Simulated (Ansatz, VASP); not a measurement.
ZnS: VASP beside Ansatz

POSCAR

```
ZnS
1.0
    3.8067217473      0.0000000000      0.0000000000
   -1.9033608736      3.2967177383      0.0000000000
    0.0000000000      0.0000000000     12.4914703042
Zn S
4 4
Direct
    0.3330605627      0.6666666667      0.0026940355
    0.3336061039      0.6666666667      0.5026940355
    0.6608811475      0.3333333333      0.2526940355
    0.6724521858      0.3333333333      0.7526940355
    0.3464679944      0.6666666667      0.1898059645
    0.3201986722      0.6666666667      0.6898059645
    0.6666666667      0.3333333333      0.4398059645
    0.6666666667      0.3333333333      0.9398059645
```

INCAR.step1

```
PREC = Accurate ; ENCUT = 520
ISMEAR = 0 ; SIGMA = 0.05
LREAL = F ; LASPH = T
NELM = 100 ; NBANDS = 46
GGA = PE ; ALGO = Normal
EDIFF = 1E-4 ; LWAVE = T
LCHARG = F
```

File INCAR.step2:

```
PREC = Accurate ; ENCUT = 520
EDIFF = 1E-6 ; ISMEAR = 0
SIGMA = 0.05 ; LREAL = F
LASPH = T ; NELM = 100
ALGO = Normal ; ISIF = 2
LWAVE = F ; LCHARG = T
METAGGA = R2SCAN ; LMIXTAU = T
LELF = T ; LVHAR = T
NBANDS = 46 ; ISTART = 1
```

File KPOINTS:

```
Automatic mesh
0
Gamma
  6 6 2
```

Input for Ansatz:

```yaml
crystal:
  lattice:
    - [3.8067217473, 0.0, 0.0]
    - [-1.9033608736, 3.2967177383, 0.0]
    - [0.0, 0.0, 12.4914703042]
  atoms:
    - { symbol: Zn, position: [0.3330605627, 0.6666666667, 0.0026940355] }
    - { symbol: Zn, position: [0.3336061039, 0.6666666667, 0.5026940355] }
    - { symbol: Zn, position: [0.6608811475, 0.3333333333, 0.2526940355] }
    - { symbol: Zn, position: [0.6724521858, 0.3333333333, 0.7526940355] }
    - { symbol: S, position: [0.3464679944, 0.6666666667, 0.1898059645] }
    - { symbol: S, position: [0.3201986722, 0.6666666667, 0.6898059645] }
    - { symbol: S, position: [0.6666666667, 0.3333333333, 0.4398059645] }
    - { symbol: S, position: [0.6666666667, 0.3333333333, 0.9398059645] }
basis:
  ecutwfc: 500
kpoints:
  mp_grid: { grid: [6, 6, 2] }
hamiltonian:
  xc: r2scan
scf:
  occupations: { method: gaussian, width: 0.05 }
output:
  forces: true
  stress: true
  eigenvalues: true
```

Change from the starting cell: mode 16 (277.6 1/cm) frozen in, largest displacement +0.050 Å.

Alike in both runs: task single point; functional r2SCAN; k mesh 6 × 6 × 2; occupations gaussian, width 0.05 eV; no spin polarisation.

```csv
,VASP,Ansatz
version,VASP 6.6.1,Ansatz 0.2.0
potentials or method,"VASP PAW PBE potentials, release 64 (Zn, S), cutoff 520 eV","scalar-relativistic, plane waves, PAW"
valence electrons in the cell,72,72
```

```csv
,VASP,Ansatz,Ansatz less VASP
gap on the k mesh at the Fermi level (eV),2.78,2.77,-0.010
least direct gap on the mesh (eV),2.78,2.77,-0.010
pressure (GPa),0.1,0.1,-0.05
"traceless stress, the component that is largest in VASP (GPa)",0.10,0.10,-0.003
rms of the force components (eV/Å),0.182,0.179,-0.0024
```

VASP's potentials were made for PBE, not for r2SCAN. Atom by atom the forces differ by 0.006 eV/Å (rms over components). With one functional, cell and mesh, what is left measures potentials, basis and numerics.
